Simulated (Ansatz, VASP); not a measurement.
## One calculation of BaRe, two programs

```
Ba Re
1.0
     3.77234    0.00000    0.00000
     0.00000    3.77234    0.00000
     0.00000    0.00000    3.77234
Ba Re
1 1
Cartesian
  0.0000 0.0000 0.0000
  1.8862 1.8862 1.8862
```

Alike in both runs: task single point; functional PBE; k mesh 8 × 8 × 8; occupations gaussian, width 0.05 eV; no spin polarisation.

|  | VASP | Ansatz |
| --- | --- | --- |
| version | VASP 6.6.1 | Ansatz 0.2.0 |
| potentials or method | VASP PAW PBE potentials, release 64 (Ba_sv, Re_sv_GW), cutoff 560 eV | scalar-relativistic, plane waves, PAW |
| valence electrons in the cell | 25 | 25 |

```csv
,VASP,Ansatz,Ansatz less VASP
gap on the k mesh at the Fermi level (eV),none,none,-
pressure (GPa),-0.6,-1.7,-1.14
```

A gap of «none» marks a metal or a gap that the smearing closes.

Neither program's run includes spin-orbit coupling.
